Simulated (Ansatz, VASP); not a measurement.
# Pt: VASP beside Ansatz

```
CELL_PARAMETERS angstrom
2.66221 0.00000 0.00000
-1.33111 2.30554 0.00000
0.00000 0.00000 4.53751
ATOMIC_POSITIONS crystal
Pt 0.33333 0.66667 0.25000
Pt 0.66667 0.33333 0.75000
```

Change from the starting cell: volume scaled by 0.92, PAW files.

Alike in both runs: task single point; functional PBEsol; k mesh 17 × 17 × 10; occupations fermi-dirac, width 0.05 eV; no spin polarisation.

|  | VASP | Ansatz |
| --- | --- | --- |
| version | VASP 6.6.1 | Ansatz 0.2.0 |
| potentials or method | VASP PAW PBE potentials, release 64 (Pt) | PAW with Ansatz's default frozen-core files, scalar-relativistic |
| plane-wave cutoff (eV) | 520 | 420 |
| valence electrons in the cell | 20 | 36 |

```tsv
	VASP	Ansatz	Ansatz less VASP
pressure (GPa)	28.9	29.2	+0.34
traceless stress, the component that is largest in VASP (GPa)	-0.08	0.01	+0.095
```

VASP's potentials were made for PBE, not for PBEsol. Both programs put the cell under a high pressure, so it lies far from rest at this level. VASP's potentials hold 20 valence electrons a cell and Ansatz's 36, so a difference there can come from the potentials and not from the codes.

Neither program's run includes spin-orbit coupling.
